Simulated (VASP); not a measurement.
Wanted: the native input for a VASP 6.6.1 run.

```
Task                   : single point
Functional             : PBE
Potentials or basis    : VASP PAW PBE potentials, release 64 (Se)
Cutoff                 : 520 eV
k mesh                 : 13 × 13 × 13
Occupations            : fermi-dirac, width 0.08 eV
Spin                   : no spin polarisation
Dipole correction      : no
Further INCAR settings : ALGO = Normal; EDIFF = 1e-06; NBANDS = 13
```

The structure of Se lies in POSCAR:

```
Se
1.0
    1.8574748449     -1.0724136017      3.0360720781
    0.0000000000      2.1448272035      3.0360720781
   -1.8574748449     -1.0724136017      3.0360720781
Se
2
Direct
    0.2500000000      0.2500000000      0.2500000000
   -0.2500000000     -0.2500000000     -0.2500000000
```

This cell differs from its parent crystal: volume scaled by 0.8.

These files were run (other wordings do the same):

INCAR

```
ALGO = Normal ; EDIFF = 1E-6
ENCUT = 520 ; GGA = PE
ISIF = 2 ; ISMEAR = -1
LASPH = T ; LCHARG = F
LREAL = F ; LWAVE = F
NBANDS = 13 ; NELM = 60
PREC = Accurate ; SIGMA = 0.08
```

KPOINTS

```
k-points
0
Gamma
  13 13 13
```

Potentials or basis: VASP PAW PBE potentials, release 64 (Se).

Launch:

```console
$ cat potpaw_PBE.64/Se/POTCAR > POTCAR
$ mpirun -np 1 vasp_std > vasp.out
```

It gave:

```
Pressure               : 26.1 GPa
Band gap on the k mesh : zero (band 6 reaches 10.07 eV, above the bottom of band 7 at 5.32 eV)
```

Wall time 43 s on 1 thread of Intel(R) Xeon(R) 6975P-C (Granite Rapids) (shared host), peak memory 0.22 GiB.
